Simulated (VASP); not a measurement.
# SrO (Fm-3m) in VASP: settings compared

Aim: see how the results for SrO move with the level of theory and the settings. Levels: revPBE, PBE+D3(BJ), LDA, PBE. Tasks: single point, relaxation of cell and atoms.

Program: VASP 6.6.1. These are calculated values, not measurements. Logs are shortened: lines on timing, memory, paths and dates and some standing lists are left out, and cuts for length are marked.

**1. The cell of the first run**

The structure is cubic, space group Fm-3m (No. 225). The conventional cell has a = 5.241 Å, b = 5.241 Å, c = 5.241 Å, α = 90.00°, β = 90.00°, γ = 90.00°. Sr (site symmetry m-3m) has 6 O at 2.62 Å within 3.5 Å. O (site symmetry m-3m) has 6 Sr at 2.62 Å within 3.5 Å.

**2. Single point, revPBE**

The input, INCAR:

```
ALGO = Normal ; EDIFF = 1E-7
ENCUT = 520 ; GGA = RE
ISIF = 2 ; ISMEAR = -1
LASPH = T ; LCHARG = T
LELF = T ; LREAL = F
LVHAR = T ; LWAVE = F
NBANDS = 15 ; NELM = 80
PREC = Accurate ; SIGMA = 0.05
```

The input, KPOINTS:

```
k-points
0
Gamma
  9 9 9
```

The input, POSCAR:

```
SrO
1.0
    0.0000000000      2.6204336350      2.6204336350
    2.6204336350      0.0000000000      2.6204336350
    2.6204336350      2.6204336350      0.0000000000
Sr O
1 1
Direct
    0.5000000000      0.5000000000      0.5000000000
    0.0000000000      0.0000000000      0.0000000000
```

Potentials or basis: VASP PAW PBE potentials, release 64 (Sr_sv, O).

The run is started by

```
> cat potpaw_PBE.64/Sr_sv/POTCAR potpaw_PBE.64/O/POTCAR > POTCAR
> mpirun -np 1 vasp_std > vasp.out
```

OUTCAR:

```text
EDIFF = 1E-7
   ENCUT = 520
   GGA = RE
   ISIF = 2
   ISMEAR = -1
   LASPH = T
   LREAL = F
   NELM = 80
   PREC = Accurate

 ion  position               nearest neighbor table
   1  0.500  0.500  0.500-   2 2.62   2 2.62   2 2.62   2 2.62   2 2.62   2 2.62
   2  0.000  0.000  0.000-   1 2.62   1 2.62   1 2.62   1 2.62   1 2.62   1 2.62

  LATTYP: Found a face centered cubic cell.
 ALAT       =     5.2408672700

  Lattice vectors:

 A1 = (   0.0000000000,   2.6204336350,   2.6204336350)
 A2 = (   2.6204336350,   0.0000000000,   2.6204336350)
 A3 = (   2.6204336350,   2.6204336350,   0.0000000000)

Analysis of symmetry for initial positions (statically):
=====================================================================
 Subroutine PRICEL returns:
 Original cell was already a primitive cell.

 Routine SETGRP: Setting up the symmetry group for a
 face centered cubic supercell.

 Subroutine GETGRP returns: Found 48 space group operations
 (whereof 48 operations were pure point group operations)
 out of a pool of 48 trial point group operations.

The static configuration has the point symmetry O_h .

Analysis of symmetry for dynamics (positions and initial velocities):
=====================================================================
 Subroutine PRICEL returns:
 Original cell was already a primitive cell.

 Routine SETGRP: Setting up the symmetry group for a
 face centered cubic supercell.

 Subroutine GETGRP returns: Found 48 space group operations
 (whereof 48 operations were pure point group operations)
 out of a pool of 48 trial point group operations.

The dynamic configuration has the point symmetry O_h .

 Subroutine INISYM returns: Found 48 space group operations
 (whereof 48 operations are pure point group operations),
 and found     1 'primitive' translations

----------------------------------------------------------------------------------------

                                     Primitive cell

  volume of cell :      35.9873

  direct lattice vectors                    reciprocal lattice vectors
     0.000000000  2.620433635  2.620433635    -0.190808114  0.190808114  0.190808114
     2.620433635  0.000000000  2.620433635     0.190808114 -0.190808114  0.190808114
     2.620433635  2.620433635  0.000000000     0.190808114  0.190808114 -0.190808114

  length of vectors
     3.705852786  3.705852786  3.705852786     0.330489348  0.330489348  0.330489348

  position of ions in fractional coordinates (direct lattice)
     0.500000000  0.500000000  0.500000000
     0.000000000  0.000000000  0.000000000

  ion indices of the primitive-cell ions
   primitive index   ion index
                 1           1
                 2           2

----------------------------------------------------------------------------------------

 KPOINTS: k-points

Automatic generation of k-mesh.
 Grid dimensions read from file:
 generate k-points for:    9    9    9

 Generating k-lattice:

  Cartesian coordinates                     Fractional coordinates (reciprocal lattice)
    -0.021200902  0.021200902  0.021200902     0.111111111  0.000000000  0.000000000
     0.021200902 -0.021200902  0.021200902     0.000000000  0.111111111  0.000000000
     0.021200902  0.021200902 -0.021200902     0.000000000  0.000000000  0.111111111

  Length of vectors
     0.036721039  0.036721039  0.036721039

  Shift w.r.t. Gamma in fractional coordinates (k-lattice)
     0.000000000  0.000000000  0.000000000

 Subroutine IBZKPT returns following result:
 ===========================================

 Found     35 irreducible k-points:

 Following reciprocal coordinates:
            Coordinates               Weight
  0.000000  0.000000  0.000000      1.000000
  0.111111  0.000000  0.000000      8.000000
  0.222222  0.000000  0.000000      8.000000
  0.333333  0.000000  0.000000      8.000000
  0.444444  0.000000  0.000000      8.000000
  0.111111  0.111111  0.000000      6.000000
[... 16 lines left out ...]
 -0.333333  0.333333  0.000000     12.000000
  0.444444  0.444444  0.000000      6.000000
 [... further k-points ...]
   k-points           NKPTS =     35   k-points in BZ     NKDIM =     35   number of bands    NBANDS=     15
   number of dos      NEDOS =    301   number of ions     NIONS =      2
   total plane-waves  NPLWV =  21952
   dimension x,y,z NGX =    28 NGY =   28 NGZ =   28
   dimension x,y,z NGXF=    56 NGYF=   56 NGZF=   56
   ions per type =               1   1
   NGX,Y,Z   is equivalent  to a cutoff of  12.56, 12.56, 12.56 a.u.
   NGXF,Y,Z  is equivalent  to a cutoff of  25.12, 25.12, 25.12 a.u.
 SYSTEM =  unknown system
   PREC   = accura    normal or accurate (medium, high low for compatibility)
   ISTART =      0    job   : 0-new  1-cont  2-samecut
   ICHARG =      2    charge: 1-file 2-atom 10-const
   ISPIN  =      1    spin polarized calculation?
   LNONCOLLINEAR =      F non collinear calculations
   LSORBIT =      F    spin-orbit coupling
   LASPH  =      T    aspherical Exc in radial PAW
   ENCUT  =  520.0 eV  38.22 Ry    6.18 a.u.   6.89  6.89  6.89*2*pi/ulx,y,z
   NELM   =     80;   NELMIN=  2; NELMDL= -5     # of ELM steps
   EDIFF  = 0.1E-06   stopping-criterion for ELM
   LREAL  =      F    real-space projection
   EDIFFG = 0.1E-05   stopping-criterion for IOM
   NSW    =      0    number of steps for IOM
   IBRION =     -1    ionic relax: 0-MD 1-quasi-New 2-CG
   NFREE  =      0    steps in history (QN), initial steepest desc. (CG)
   ISIF   =      2    stress and relaxation
   ISYM   =      2    0-nonsym 1-usesym 2-fastsym
   POTIM  = 0.5000    time-step for ionic-motion
   TEBEG  =    0.0;   TEEND  =   0.0 temperature during run
   PSTRESS=    0.0 pullay stress
   NELECT =      16.0000    total number of electrons
   NUPDOWN=      -1.0000    fix difference up-down
   EMIN   =  10.00;   EMAX   =-10.00  energy-range for DOS
   EFERMI =   0.00;   METHOD = LEGACY
   ISMEAR =    -1;   SIGMA  =   0.05  broadening in eV -4-tet -1-fermi 0-gaus
   EFERMI_NEDOS =   21; number of points for ismear=-14 and -15
   IALGO  =     38    algorithm
   IMIX   =      4    mixing-type and parameters
     AMIX     =   0.40;   BMIX     =  1.00
     AMIX_MAG =   1.60;   BMIX_MAG =  1.00
  volume/ion in A,a.u.               =      17.99       121.43
  Fermi-wavevector in a.u.,A,eV,Ry     =   1.249487  2.361188 21.241649  1.561217
  Thomas-Fermi vector in A             =   2.383525
   LORBIT       =      0    0 simple, 1 ext, 2 COOP (PROOUT), +10 PAW based schemes
   GGA     = RE    functional components
   LHFCALC =     F    Hartree Fock is set to
   AEXX    =    0.0000 exact exchange contribution
   IVDW    =     0    specifies the selected vdW correction
   LEPSILON=     F    determine dielectric tensor
   LRPA    =     F    only Hartree local field effects (RPA)
 non-spin polarized calculation
  energy-cutoff  :      520.00
  volume of cell :       35.99
 maximum number of plane-waves:       981
   NGX = 13   NGY = 13   NGZ = 13

 number of electron      16.0000004 magnetization

 Free energy of the ion-electron system (eV)
  ---------------------------------------------------
  ext. energy  EPLUGINS =         0.00000000
  ---------------------------------------------------
  free energy    TOTEN  =       -11.46451785 eV

  energy without entropy =      -11.46451785  energy(sigma->0) =      -11.46451785

 E-fermi :   2.6060     XC(G=0):  -9.5673

 val. band max:        1.5395695114   @ k =   0.0000   0.0000   0.0000
 cond. band min:       4.9705057338   @ k =   0.4444   0.4444   0.0000
 fundamental gap:      3.4309362223
 Fermi energy:         2.6059641723

 k-point     1 :       0.0000    0.0000    0.0000
  band No.  band energies     occupation
      1     -31.1343      2.00000
      2     -13.5491      2.00000
      3     -12.8322      2.00000
      4     -12.8322      2.00000
      5     -12.8322      2.00000
      6       1.5396      2.00000
      7       1.5396      2.00000
      8       1.5396      2.00000
      9       5.2594      0.00000
     10       7.6669      0.00000
     11       7.6669      0.00000
     12       7.6669      0.00000
     13       9.6645      0.00000
     14       9.6645      0.00000
     15      14.1268      0.00000

 k-point     2 :       0.1111    0.0000    0.0000
  band No.  band energies     occupation
      1     -31.1222      2.00000
      2     -13.8691      2.00000
      3     -12.8405      2.00000
      4     -12.8405      2.00000
      5     -12.5432      2.00000
      6       1.1915      2.00000
      7       1.3979      2.00000
      8       1.3979      2.00000
      9       5.7991      0.00000
     10       7.5503      0.00000
     11       7.8922      0.00000
     12       7.8922      0.00000
     13       9.9589      0.00000
     14       9.9589      0.00000
     15      14.8657      0.00000

 k-point     3 :       0.2222    0.0000    0.0000
  band No.  band energies     occupation
      1     -31.0912      2.00000
      2     -14.3516      2.00000
      3     -12.8615      2.00000
      4     -12.8615      2.00000
      5     -12.1391      2.00000
      6       0.5111      2.00000
      7       1.0698      2.00000
      8       1.0698      2.00000
      9       7.0147      0.00000
     10       7.4773      0.00000
     11       8.5167      0.00000
     12       8.5167      0.00000
     13      10.7237      0.00000
     14      10.7237      0.00000
     15      16.4857      0.00000

 k-point     4 :       0.3333    0.0000    0.0000
  band No.  band energies     occupation
      1     -31.0557      2.00000
      2     -14.7429      2.00000
      3     -12.8850      2.00000
      4     -12.8850      2.00000
      5     -11.8374      2.00000
      6      -0.0971      2.00000
      7       0.7380      2.00000
      8       0.7380      2.00000
      9       7.6037      0.00000
     10       8.4611      0.00000
     11       9.3501      0.00000
     12       9.3501      0.00000
     13      11.7289      0.00000
     14      11.7289      0.00000
     15      16.7734      0.00000
[... 307 lines left out ...]
 k-point    22 :      -0.4444    0.3333    0.0000
  band No.  band energies     occupation
      1     -31.0022      2.00000
      2     -14.2827      2.00000
      3     -13.4105      2.00000
      4     -13.0580      2.00000
      5     -12.4054      2.00000
      6       0.6931      2.00000
      7       0.9560      2.00000
      8       1.0552      2.00000
      9       6.0998      0.00000
     10       9.2697      0.00000
     11       9.9306      0.00000
     12      11.3191      0.00000
     13      12.0040      0.00000
     14      14.0439      0.00000
     15      14.2549      0.00000

 k-point    23 :      -0.3333    0.3333    0.0000
  band No.  band energies     occupation
      1     -31.0051      2.00000
      2     -14.4903      2.00000
      3     -13.3886      2.00000
      4     -12.9997      2.00000
      5     -12.1376      2.00000
      6       0.2912      2.00000
      7       0.7953      2.00000
      8       1.0134      2.00000
      9       7.1426      0.00000
     10       8.5577      0.00000
     11      10.0754      0.00000
     12      10.7657      0.00000
     13      12.3354      0.00000
     14      13.7762      0.00000
     15      15.8651      0.00000

 k-point    24 :       0.4444    0.4444    0.0000
  band No.  band energies     occupation
      1     -31.0022      2.00000
      2     -13.8629      2.00000
      3     -13.2095      2.00000
      4     -13.1212      2.00000
      5     -13.1212      2.00000
      6       0.9299      2.00000
      7       1.4117      2.00000
      8       1.4117      2.00000
      9       4.9705      0.00000
     10       8.8452      0.00000
     11      11.2465      0.00000
     12      11.5228      0.00000
     13      11.9869      0.00000
     14      11.9869      0.00000
     15      14.9585      0.00000

 [... further k-points ...]

------------------------ aborting loop because EDIFF is reached ----------------------------------------

  FORCE on cell =-STRESS in cart. coord.  units (eV):
  Direction    XX          YY          ZZ          XY          YZ          ZX
  --------------------------------------------------------------------------------------
  -------------------------------------------------------------------------------------
  Total        0.1006789      0.1006789      0.1006789     -0.0000000      0.0000000      0.0000000
  in kB        4.4822847      4.4822847      4.4822847     -0.0000000      0.0000000      0.0000000
  external PRESSURE =       4.4822847 kB  Pullay stress =       0.0000000 kB

 VOLUME and BASIS-vectors are now :
 -----------------------------------------------------------------------------
  energy-cutoff  :      520.00
  volume of cell :       35.99
      direct lattice vectors                 reciprocal lattice vectors
     0.000000000  2.620433635  2.620433635    -0.190808114  0.190808114  0.190808114
     2.620433635  0.000000000  2.620433635     0.190808114 -0.190808114  0.190808114
     2.620433635  2.620433635  0.000000000     0.190808114  0.190808114 -0.190808114

 POSITION                                       TOTAL-FORCE (eV/Angst)
 -----------------------------------------------------------------------------------
      2.62043      2.62043      2.62043        -0.000000      0.000000      0.000000
      0.00000      0.00000      0.00000         0.000000     -0.000000     -0.000000
 -----------------------------------------------------------------------------------
    total drift:                                0.000000      0.000000      0.000000

  FREE ENERGIE OF THE ION-ELECTRON SYSTEM (eV)
  ---------------------------------------------------
  free  energy   TOTEN  =       -11.4645178518 eV

  energy  without entropy=      -11.4645178518  energy(sigma->0) =      -11.46451785
```

Wall time 20 s (1 thread of Intel Xeon Platinum 8259CL at 2.50GHz (Skylake/Cascade Lake), shared host); peak memory 0.16 GiB.

Results:

```
Free energy            : -11.4645 eV
Pressure               : 0.4 GPa
Band gap on the k mesh : 3.43 eV (least direct gap 3.56 eV)
```

Levels at points of the mesh, in eV from the valence-band top:
```csv
k point,band 5,band 6,band 7,band 8,band 9,band 10,band 11,band 12
"(0.00, 0.00, 0.00)",-14.37,0.00,0.00,0.00,3.72,6.13,6.13,6.13
```

Caveat: the PAW data sets were made with another functional, which shifts forces and pressure a little; an odd mesh through Γ misses points on the zone boundary, where band edges can lie.

**3. Relaxation of cell and atoms, revPBE**

This run uses another cell than the first one, of 16.90 Å³/atom.

The input, INCAR:

```
PREC = Accurate ; ENCUT = 600
EDIFF = 1E-6 ; ISMEAR = -1
SIGMA = 0.05 ; LREAL = F
LASPH = T ; NELM = 80
ALGO = Normal ; ISIF = 3
LWAVE = F ; LCHARG = F
GGA = RE ; IBRION = 2
NSW = 80 ; EDIFFG = -0.005
```

The input, KPOINTS:

```
Automatic mesh
0
Gamma
  9 9 9
```

The input, POSCAR:

```
SrO
1.0
    0.0000000000      2.5663000000      2.5663000000
    2.5663000000      0.0000000000      2.5663000000
    2.5663000000      2.5663000000      0.0000000000
Sr O
1 1
Direct
    0.5000000000      0.5000000000      0.5000000000
    0.0000000000      0.0000000000      0.0000000000
```

Potentials or basis: VASP PAW PBE potentials, release 64 (Sr_sv, O).

The run is started by

```
> cat potpaw_PBE.64/Sr_sv/POTCAR potpaw_PBE.64/O/POTCAR > POTCAR
> mpirun -np 1 vasp_std > vasp.out
```

It took 71 s on 1 thread of Intel Xeon Platinum 8259CL at 2.50GHz (Skylake/Cascade Lake), shared host; peak memory 0.18 GiB.

Results (log left out):

```
Free energy                           : -11.4643 eV
Relaxed volume                        : 18.08 Å³/atom
Relaxed cell                          : a = 3.712 Å, b = 3.712 Å, c = 3.712 Å, α = 60.00°, β = 60.00°, γ = 60.00°
Space group after relaxing (to 0.1 Å) : Fm-3m (No. 225)
Energy gained by relaxing             : 21.1 meV/atom
Ionic steps                           : 3
Pressure after relaxing               : 0.0 GPa
Band gap on the k mesh                : 3.43 eV (least direct gap 3.56 eV)
```

The path:
```
step  energy change (eV)  largest force (eV/Å)  pressure (GPa)  volume (Å³)
   1              0.0000                0.0000            6.10        33.80
   2             -0.0373                0.0000           -1.76        37.05
   3             -0.0423                0.0000            0.02        36.16
```

Final structure:
```
CELL_PARAMETERS angstrom
0.00000 2.62466 2.62466
2.62466 0.00000 2.62466
2.62466 2.62466 0.00000
ATOMIC_POSITIONS crystal
Sr 0.50000 0.50000 0.50000
O 0.00000 0.00000 0.00000
```

Levels at points of the mesh, in eV from the valence-band top:
```tsv
k point	band 6	band 7	band 8	band 9	band 10	band 11
(0.00, 0.00, 0.00)	0.00	0.00	0.00	3.69	6.12	6.12
```

Caveat: the PAW data sets were made with another functional, which shifts forces and pressure a little; an odd mesh through Γ misses points on the zone boundary, where band edges can lie. A hybrid or GW would open this gap; revPBE tends to underestimate it.

[end of part 1 of 2]
